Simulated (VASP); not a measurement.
Write the native input for VASP 6.6.1 that does the following.

```yaml
Task: single point
Functional: RPBE
Potentials_or_basis: VASP PAW PBE potentials, release 64 (Ta_pv, N)
Cutoff: 600 eV
k_mesh: 3 × 3 × 4
Occupations: methfessel-paxton, width 0.0402 eV
Spin: no spin polarisation
Dipole_correction: no
Further_INCAR_settings: ALGO = Normal; EDIFF = 1e-06; NBANDS = 33
```

The structure of TaN lies in POSCAR:

```
TaN
1.0
    5.1910000000      0.0000000000      0.0000000000
   -2.5955000000      4.4955378710      0.0000000000
    0.0000000000      0.0000000000      2.9080000000
Ta N
3 3
Direct
    0.0000000000      0.0000000000      0.0000000000
    0.3333333333      0.6666666667      0.5000000000
    0.6666666667      0.3333333333      0.5000000000
    0.5000000000      0.0000000000      0.0000000000
    0.0000000000      0.5000000000      0.0000000000
    0.5000000000      0.5000000000      0.0000000000
```

The input as run:

INCAR

```
  ALGO = Normal
  EDIFF = 1E-6
  ENCUT = 600
  GGA = RP
  GGA_COMPAT = False
  ISIF = 2
  ISMEAR = 1
  LASPH = True
  LCHARG = False
  LREAL = False
  LWAVE = False
  NBANDS = 33
  NELM = 120
  PREC = Accurate
  SIGMA = 0.0402
```

KPOINTS

```
k-points
0
Gamma
  3 3 4
```

Potentials or basis: VASP PAW PBE potentials, release 64 (Ta_pv, N).

The run is started by

```sh
$ cat potpaw_PBE.64/Ta_pv/POTCAR potpaw_PBE.64/N/POTCAR > POTCAR
$ mpirun -np 1 vasp_std > vasp.out
```

Results of the run:

```yaml
Pressure: 14.8 GPa
Band_gap_on_the_k_mesh: zero (bands 24 and 25 overlap by 2.13 eV)
```

Caveat: the k points lie up to 0.54 Å⁻¹ apart, too coarse for converged energies and pressures of a metal; the PAW data sets were made with another functional, which shifts forces and pressure a little; spin-orbit coupling is left out, which moves the levels of the heavy elements.

Wall time 23 s on 1 thread of Intel(R) Xeon(R) Platinum 8488C (Sapphire Rapids), on a shared host, peak memory 0.19 GiB.
